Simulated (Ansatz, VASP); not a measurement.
**Two plane-wave programs on Ca**

Contents of INCAR:

```
ALGO = Normal ; EDIFF = 1E-6
ENCUT = 520 ; GGA = CA
ISIF = 2 ; ISMEAR = -1
LASPH = True ; LCHARG = False
LREAL = False ; LWAVE = False
NBANDS = 11 ; NELM = 60
PREC = Accurate ; SIGMA = 0.1
```

The input KPOINTS:

```
k-points
0
Gamma
  12 12 12
```

POSCAR

```
Ca
1.0
   -2.1956970693      2.1956970693      2.1956970693
    2.1956970693     -2.1956970693      2.1956970693
    2.1956970693      2.1956970693     -2.1956970693
Ca
1
Direct
    0.0000000000      0.0000000000      0.0000000000
```

Input for Ansatz:

```yaml
crystal:
  lattice:
    - [-2.1956970693, 2.1956970693, 2.1956970693]
    - [2.1956970693, -2.1956970693, 2.1956970693]
    - [2.1956970693, 2.1956970693, -2.1956970693]
  atoms:
    - { symbol: Ca, position: [0.0, 0.0, 0.0] }
hamiltonian:
  xc: lda
  pseudopotentials:
    kind: paw
    azcp:
      Ca: "pseudopotentials/Ca.paw.azcp"
basis:
  ecutwfc: 420
  fft_grid_basis: typed
kpoints:
  mp_grid: { grid: [12, 12, 12], shift: [0, 0, 0] }
magnetization:
  spin_polarized: false
scf:
  occupations: { method: fermi_dirac, width: 0.1 }
  lower_state_search: "off"
output:
  stress: true
```

Alike in both runs: task single point; functional LDA; k mesh 12 × 12 × 12; occupations fermi-dirac, width 0.1 eV; no spin polarisation.

```csv
,VASP,Ansatz
version,VASP 6.6.1,Ansatz 0.2.0
potentials or method,"VASP PAW LDA potentials, release 64 (Ca_sv), cutoff 520 eV","plane waves (420 eV) with PAW, scalar-relativistic"
valence electrons in the cell,10,10
```

```tsv
	VASP	Ansatz	Ansatz less VASP
pressure (GPa)	-1.8	-1.8	-0.01
```

Ansatz warns that its potentials were made for another functional, while VASP's fit it. LDA's correlation is that of Perdew and Zunger in VASP and of Perdew and Wang (1992) in Ansatz.
